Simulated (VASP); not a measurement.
# MnF2 (P4_2/mnm) in VASP: further runs

MnF2 is run at these levels: PBEsol+U; tasks: single point.

Program: VASP 6.6.1. These are calculated values, not measurements. Logs are shortened: lines on timing, memory, paths and dates and some standing lists are left out, and cuts for length are marked.

## 1. The cell of the first run

Symmetry: P4_2/mnm, No. 136, tetragonal system. Conventional cell: a = 4.873 Å, b = 4.873 Å, c = 3.310 Å, α = 90.00°, β = 90.00°, γ = 90.00°. Mn (site symmetry mmm) has 6 F at 2.10 to 2.13 Å within 2.8 Å. F (site symmetry m2m) has 3 Mn at 2.10 to 2.13 Å and 1 F at 2.69 Å within 2.8 Å.

## 2. Single point, PBEsol+U, collinear spin, antiferromagnetic start

INCAR reads:

```
ALGO = Normal
EDIFF = 1E-6
ENCUT = 520
GGA = PS
ISIF = 2
ISMEAR = 0
ISPIN = 2
LASPH = True
LCHARG = False
LDAU = True
LDAUJ = 0 0
LDAUL = 2 -1
LDAUPRINT = 1
LDAUTYPE = 2
LDAUU = 4 0
LMAXMIX = 4
LORBIT = 11
LREAL = False
LWAVE = False
MAGMOM = 4.63 -4.63 -0.02 0.02 -0.02 0.02
NBANDS = 40
NELM = 150
PREC = Accurate
SIGMA = 0.05
```

KPOINTS reads:

```
k-points
0
Gamma
  5 5 7
```

POSCAR reads:

```
MnF2
1.0
    4.8733996600      0.0000000000      0.0000000000
    0.0000000000      4.8733996600      0.0000000000
    0.0000000000      0.0000000000      3.3098997700
Mn F
2 4
Direct
    0.0000000000      0.0000000000      0.0000000000
    0.5000000000      0.5000000000      0.5000000000
    0.3050000000      0.3050000000      0.0000000000
    0.1950000000      0.8050000000      0.5000000000
    0.6950000000      0.6950000000      0.0000000000
    0.8050000000      0.1950000000      0.5000000000
```

Potentials or basis: VASP PAW PBE potentials, release 64 (Mn_pv, F).

Started as:

```sh
$ cat potpaw_PBE.64/Mn_pv/POTCAR potpaw_PBE.64/F/POTCAR > POTCAR
$ mpirun -np 1 vasp_std > vasp.out
```

OUTCAR:

```text
EDIFF = 1E-6
   ENCUT = 520
   GGA = PS
   ISIF = 2
   ISMEAR = 0
   ISPIN = 2
   LASPH = True
   LORBIT = 11
   LREAL = False
   NELM = 150
   PREC = Accurate

 ion  position               nearest neighbor table
   1  0.000  0.000  0.000-   3 2.10   5 2.10   4 2.13   6 2.13   4 2.13   6 2.13
   2  0.500  0.500  0.500-   4 2.10   6 2.10   5 2.13   3 2.13   3 2.13   5 2.13
   3  0.305  0.305  0.000-   1 2.10   2 2.13   2 2.13
   4  0.195  0.805  0.500-   2 2.10   1 2.13   1 2.13
   5  0.695  0.695  0.000-   1 2.10   2 2.13   2 2.13
   6  0.805  0.195  0.500-   2 2.10   1 2.13   1 2.13

  LATTYP: Found a simple tetragonal cell.
 ALAT       =     4.8733996600
 C/A-ratio  =     0.6791767556

  Lattice vectors:

 A1 = (   4.8733996600,   0.0000000000,   0.0000000000)
 A2 = (   0.0000000000,   4.8733996600,   0.0000000000)
 A3 = (   0.0000000000,   0.0000000000,   3.3098997700)

Analysis of symmetry for initial positions (statically):
=====================================================================
 Subroutine PRICEL returns:
 Original cell was already a primitive cell.

 Routine SETGRP: Setting up the symmetry group for a
 simple tetragonal supercell.

 Subroutine GETGRP returns: Found 16 space group operations
 (whereof  8 operations were pure point group operations)
 out of a pool of 16 trial point group operations.

The static configuration has the point symmetry D_2h.
 The point group associated with its full space group is D_4h.

Analysis of symmetry for dynamics (positions and initial velocities):
=====================================================================
 Subroutine PRICEL returns:
 Original cell was already a primitive cell.

 Routine SETGRP: Setting up the symmetry group for a
 simple tetragonal supercell.

 Subroutine GETGRP returns: Found 16 space group operations
 (whereof  8 operations were pure point group operations)
 out of a pool of 16 trial point group operations.

The dynamic configuration has the point symmetry D_2h.
 The point group associated with its full space group is D_4h.

Analysis of structural, dynamic, and magnetic symmetry:
=====================================================================
 Subroutine PRICEL returns:
 Original cell was already a primitive cell.

 Routine SETGRP: Setting up the symmetry group for a
 simple tetragonal supercell.

 Subroutine GETGRP returns: Found 16 space group operations
 (whereof  8 operations were pure point group operations)
 out of a pool of 16 trial point group operations.

The overall configuration has the point symmetry D_2h.
 The point group associated with its full space group is D_4h.

 Subroutine INISYM returns: Found 16 space group operations
 (whereof  8 operations are pure point group operations),
 and found     1 'primitive' translations

----------------------------------------------------------------------------------------

                                     Primitive cell

  volume of cell :      78.6102

  direct lattice vectors                    reciprocal lattice vectors
     4.873399660  0.000000000  0.000000000     0.205195566  0.000000000  0.000000000
     0.000000000  4.873399660  0.000000000     0.000000000  0.205195566  0.000000000
     0.000000000  0.000000000  3.309899770     0.000000000  0.000000000  0.302123952

  length of vectors
     4.873399660  4.873399660  3.309899770     0.205195566  0.205195566  0.302123952

  position of ions in fractional coordinates (direct lattice)
     0.000000000  0.000000000  0.000000000
     0.500000000  0.500000000  0.500000000
     0.305000000  0.305000000  0.000000000
[... 154 lines left out ...]
  o =  0.9440  v = -0.6006  0.0000 -0.7996  0.0000  0.0000  0.0000  0.0000  0.0000  0.0000  0.0000      0.0000  0.0000  0.0000  0.0000  0.0000  0.0000  0.0000  0.0000  0.0000  0.0000
  o =  0.9473  v =  0.0000 -0.7071  0.0000 -0.7071  0.0000  0.0000  0.0000  0.0000  0.0000  0.0000      0.0000  0.0000  0.0000  0.0000  0.0000  0.0000  0.0000  0.0000  0.0000  0.0000
  o =  0.9476  v =  0.0000 -0.0000 -0.0000 -0.0000 -1.0000  0.0000  0.0000  0.0000  0.0000  0.0000      0.0000  0.0000  0.0000  0.0000  0.0000  0.0000  0.0000  0.0000  0.0000  0.0000
  o =  0.9815  v =  0.0000  0.7071  0.0000 -0.7071  0.0000  0.0000  0.0000  0.0000  0.0000  0.0000      0.0000  0.0000  0.0000  0.0000  0.0000  0.0000  0.0000  0.0000  0.0000  0.0000
  o =  0.9845  v = -0.7996  0.0000  0.6006  0.0000 -0.0000  0.0000  0.0000  0.0000  0.0000  0.0000      0.0000  0.0000  0.0000  0.0000  0.0000  0.0000  0.0000  0.0000  0.0000  0.0000

atom =   2  type =  1  l = 2

 onsite density matrix

spin component  1

  0.0460  0.0000  0.0256  0.0000  0.0000
  0.0000  0.0377  0.0000  0.0216  0.0000
  0.0256  0.0000  0.0323  0.0000 -0.0000
  0.0000  0.0216  0.0000  0.0377  0.0000
  0.0000  0.0000 -0.0000  0.0000  0.0139

spin component  2

  0.9699  0.0000  0.0194  0.0000 -0.0000
  0.0000  0.9644  0.0000  0.0171  0.0000
  0.0194  0.0000  0.9586  0.0000  0.0000
  0.0000  0.0171  0.0000  0.9644  0.0000
 -0.0000  0.0000  0.0000  0.0000  0.9476

 occupancies and eigenvectors

  o =  0.0126  v = -0.6088 -0.0000  0.7933  0.0000  0.0000  0.0000  0.0000  0.0000  0.0000  0.0000      0.0000  0.0000  0.0000  0.0000  0.0000  0.0000  0.0000  0.0000  0.0000  0.0000
  o =  0.0139  v = -0.0000  0.0000  0.0000  0.0000 -1.0000  0.0000  0.0000  0.0000  0.0000  0.0000      0.0000  0.0000  0.0000  0.0000  0.0000  0.0000  0.0000  0.0000  0.0000  0.0000
  o =  0.0160  v =  0.0000  0.7071  0.0000 -0.7071  0.0000  0.0000  0.0000  0.0000  0.0000  0.0000      0.0000  0.0000  0.0000  0.0000  0.0000  0.0000  0.0000  0.0000  0.0000  0.0000
  o =  0.0593  v =  0.0000  0.7071  0.0000  0.7071  0.0000  0.0000  0.0000  0.0000  0.0000  0.0000      0.0000  0.0000  0.0000  0.0000  0.0000  0.0000  0.0000  0.0000  0.0000  0.0000
  o =  0.0656  v = -0.7933 -0.0000 -0.6088  0.0000  0.0000  0.0000  0.0000  0.0000  0.0000  0.0000      0.0000  0.0000  0.0000  0.0000  0.0000  0.0000  0.0000  0.0000  0.0000  0.0000
  o =  0.9440  v =  0.0000  0.0000  0.0000  0.0000  0.0000 -0.6006  0.0000  0.7996  0.0000 -0.0000      0.0000  0.0000  0.0000  0.0000  0.0000  0.0000  0.0000  0.0000  0.0000  0.0000
  o =  0.9473  v =  0.0000  0.0000  0.0000  0.0000  0.0000  0.0000 -0.7071  0.0000  0.7071 -0.0000      0.0000  0.0000  0.0000  0.0000  0.0000  0.0000  0.0000  0.0000  0.0000  0.0000
  o =  0.9476  v =  0.0000  0.0000  0.0000  0.0000  0.0000 -0.0000 -0.0000  0.0000  0.0000  1.0000      0.0000  0.0000  0.0000  0.0000  0.0000  0.0000  0.0000  0.0000  0.0000  0.0000
  o =  0.9815  v =  0.0000  0.0000  0.0000  0.0000  0.0000 -0.0000  0.7071 -0.0000  0.7071  0.0000      0.0000  0.0000  0.0000  0.0000  0.0000  0.0000  0.0000  0.0000  0.0000  0.0000
  o =  0.9845  v =  0.0000  0.0000  0.0000  0.0000  0.0000 -0.7996 -0.0000 -0.6006  0.0000 -0.0000      0.0000  0.0000  0.0000  0.0000  0.0000  0.0000  0.0000  0.0000  0.0000  0.0000

 number of electron      54.0000033 magnetization      -0.0000000

 Free energy of the ion-electron system (eV)
  ---------------------------------------------------
  ext. energy  EPLUGINS =         0.00000000
  ---------------------------------------------------
  free energy    TOTEN  =       -39.15312776 eV

  energy without entropy =      -39.15312776  energy(sigma->0) =      -39.15312776

 E-fermi :   1.7423     XC(G=0):  -9.9862

 val. band max:        1.3410667111   @ k =   0.4000   0.0000   0.0000
 cond. band min:       4.7466085520   @ k =   0.0000   0.0000   0.0000
 fundamental gap:      3.4055418409
 Fermi energy:         1.7422659796

 spin component 1

 k-point     1 :       0.0000    0.0000    0.0000
  band No.  band energies     occupation
      1     -46.6971      1.00000
      2     -46.6372      1.00000
      3     -46.6306      1.00000
      4     -41.7186      1.00000
      5     -41.6559      1.00000
      6     -41.6465      1.00000
[... 997 lines left out ...]
     38      12.6139      0.00000
     39      13.1274      0.00000
 Fermi energy:         1.7422659796

 spin component 2

 k-point     1 :       0.0000    0.0000    0.0000
  band No.  band energies     occupation
      1     -46.6971      1.00000
      2     -46.6372      1.00000
      3     -46.6306      1.00000
      4     -41.7186      1.00000
      5     -41.6559      1.00000
      6     -41.6465      1.00000
[... 997 lines left out ...]
     38      12.7006      0.00000
     39      12.8225      0.00000
 [bands above 39 left out]

------------------------ aborting loop because EDIFF is reached ----------------------------------------

  FORCE on cell =-STRESS in cart. coord.  units (eV):
  Direction    XX          YY          ZZ          XY          YZ          ZX
  --------------------------------------------------------------------------------------
  -------------------------------------------------------------------------------------
  Total        0.1414093      0.1414093      0.0039582      0.0000000      0.0000000      0.0000000
  in kB        2.8821031      2.8821031      0.0806739      0.0000000      0.0000000      0.0000000
  external PRESSURE =       1.9482933 kB  Pullay stress =       0.0000000 kB

 VOLUME and BASIS-vectors are now :
 -----------------------------------------------------------------------------
  energy-cutoff  :      520.00
  volume of cell :       78.61
      direct lattice vectors                 reciprocal lattice vectors
     4.873399660  0.000000000  0.000000000     0.205195566  0.000000000  0.000000000
     0.000000000  4.873399660  0.000000000     0.000000000  0.205195566  0.000000000
     0.000000000  0.000000000  3.309899770     0.000000000  0.000000000  0.302123952

 POSITION                                       TOTAL-FORCE (eV/Angst)
 -----------------------------------------------------------------------------------
      0.00000      0.00000      0.00000         0.000000     -0.000000      0.000000
      2.43670      2.43670      1.65495         0.000000     -0.000000      0.000000
      1.48639      1.48639      0.00000        -0.008090     -0.008090      0.000000
      0.95031      3.92309      1.65495         0.008090     -0.008090      0.000000
      3.38701      3.38701      0.00000         0.008090      0.008090      0.000000
      3.92309      0.95031      1.65495        -0.008090      0.008090      0.000000
 -----------------------------------------------------------------------------------
    total drift:                                0.000000      0.000000      0.000000

  FREE ENERGIE OF THE ION-ELECTRON SYSTEM (eV)
  ---------------------------------------------------
  free  energy   TOTEN  =       -39.1531277613 eV

  energy  without entropy=      -39.1531277613  energy(sigma->0) =      -39.15312776

 total charge

# of ion       s       p       d       tot
------------------------------------------
    1        0.167   6.151   4.953  11.271
    2        0.167   6.151   4.953  11.271
    3        1.731   4.362   0.000   6.093
    4        1.731   4.362   0.000   6.093
    5        1.731   4.362   0.000   6.093
    6        1.731   4.362   0.000   6.093
--------------------------------------------------
tot          7.257  29.751   9.906  46.915

 magnetization (x)

# of ion       s       p       d       tot
------------------------------------------
    1        0.018   0.019   4.628   4.665
    2       -0.018  -0.019  -4.628  -4.665
    3       -0.002  -0.015   0.000  -0.017
    4        0.002   0.015   0.000   0.017
    5       -0.002  -0.015   0.000  -0.017
    6        0.002   0.015   0.000   0.017
--------------------------------------------------
tot         -0.000   0.000   0.000   0.000
```

It took 2.6 min on 1 thread of Oxide Virtual Turin-like, shared host; peak memory 0.23 GiB.

Results:

| Quantity | Value |
| --- | --- |
| Free energy | -39.1531 eV |
| Pressure | 0.2 GPa |
| Largest force | 0.011 eV/Å |
| Band gap on the k mesh | 3.41 eV (least direct gap 3.44 eV) |
| Net moment | 0.00 μB per cell |
| Site moments | Mn +4.67, -4.67; F -0.02, +0.02 (each value once) μB |
| Valence electrons inside the program's atomic spheres | Mn 11.27; F 6.09 |

Forces in eV/Å, atoms in the order of the input:
```
Mn   0.000  0.000  0.000
Mn   0.000  0.000  0.000
F   -0.008 -0.008  0.000
F    0.008 -0.008  0.000
F    0.008  0.008  0.000
F   -0.008  0.008  0.000
```

Levels at points of the mesh, in eV from the valence-band top:
Spin up:
```
           k point  band 25  band 26  band 27  band 28  band 29  band 30
(0.00, 0.00, 0.00)    -1.46    -0.46    -0.04     3.41     5.47     6.08
```
Spin down:
```
           k point  band 23  band 24  band 25  band 26  band 27  band 28  band 29  band 30  band 31  band 32
(0.00, 0.00, 0.00)    -1.93    -1.75    -1.46    -0.46    -0.04     3.41     5.47     6.08     6.13     6.87
```

Eigenvalues of the final occupation matrices:
| site | spin | trace | eigenvalues |
| --- | --- | --- | --- |
| site 1 d | 1 | 4.80 | 0.94 0.95 0.95 0.98 0.98 |
| site 1 d | 2 | 0.17 | 0.01 0.01 0.02 0.06 0.07 |
| site 2 d | 1 | 0.17 | 0.01 0.01 0.02 0.06 0.07 |
| site 2 d | 2 | 4.80 | 0.94 0.95 0.95 0.98 0.98 |

Caveat: the PAW data sets were made with another functional, which shifts forces and pressure a little. A k mesh can miss the band edges.

## 3. Single point, PBEsol+U, collinear spin, ferrimagnetic start

INCAR reads:

```
PREC = Accurate
ENCUT = 520
EDIFF = 1E-6
ISMEAR = 0
SIGMA = 0.05
LREAL = F
LASPH = T
NELM = 150
ALGO = Normal
ISIF = 2
LWAVE = F
LCHARG = T
ISPIN = 2
MAGMOM = 0.94 -2.81 -0.03 0 -0.03 0
LORBIT = 11
LMAXMIX = 4
LDAU = T
LDAUTYPE = 2
LDAUL = 2 -1
LDAUU = 4 0
LDAUJ = 0 0
LDAUPRINT = 1
GGA = PS
LELF = T
LVHAR = T
NBANDS = 40
```

KPOINTS reads:

```
regular mesh
0
Gamma
  5 5 7
```

POSCAR is that of step 2.

Potentials or basis: VASP PAW PBE potentials, release 64 (Mn_pv, F).

Started as:

```sh
$ cat potpaw_PBE.64/Mn_pv/POTCAR potpaw_PBE.64/F/POTCAR > POTCAR
$ mpirun -np 1 vasp_std > vasp.out
```

It took 5.7 min on 1 thread of Oxide Virtual Turin-like, shared host; peak memory 0.27 GiB.

It converged, with:

```yaml
Free_energy: -39.1531 eV
Pressure: 0.2 GPa
Largest_force: 0.012 eV/Å
Band_gap_on_the_k_mesh: 3.41 eV (least direct gap 3.44 eV)
Net_moment: 0.00 μB per cell
Site_moments: Mn +4.67, -4.67; F -0.02, +0.02 (each value once) μB
Valence_electrons_inside_the_program's_atomic_spheres: Mn 11.27; F 6.09
```

Forces in eV/Å, atoms in the order of the input:
```
Mn   0.000  0.000  0.000
Mn   0.000  0.000  0.000
F   -0.008 -0.008  0.000
F    0.008 -0.008  0.000
F    0.008  0.008  0.000
F   -0.008  0.008  0.000
```

Stress tensor (GPa, compression positive):
```
0.28 0.00 0.00
0.00 0.28 0.00
0.00 0.00 0.00
```

Levels at points of the mesh, in eV from the valence-band top:
Spin up:
| k point | band 24 | band 25 | band 26 | band 27 | band 28 | band 29 | band 30 | band 31 |
| --- | --- | --- | --- | --- | --- | --- | --- | --- |
| (0.00, 0.00, 0.00) | -1.75 | -1.46 | -0.46 | -0.04 | 3.41 | 5.47 | 6.08 | 6.13 |
Spin down:
| k point | band 23 | band 24 | band 25 | band 26 | band 27 | band 28 | band 29 | band 30 | band 31 | band 32 |
| --- | --- | --- | --- | --- | --- | --- | --- | --- | --- | --- |
| (0.00, 0.00, 0.00) | -1.93 | -1.75 | -1.46 | -0.46 | -0.04 | 3.41 | 5.47 | 6.08 | 6.13 | 6.87 |

Eigenvalues of the final occupation matrices:
```tsv
site	spin	trace	eigenvalues
site 1 d	1	4.80	0.94 0.95 0.95 0.98 0.98
site 1 d	2	0.17	0.01 0.01 0.02 0.06 0.07
site 2 d	1	0.17	0.01 0.01 0.02 0.06 0.07
site 2 d	2	4.80	0.94 0.95 0.95 0.98 0.98
```

Caveat: the PAW data sets were made with another functional, which shifts forces and pressure a little. The state reached can hang on the start; a lower one may exist.
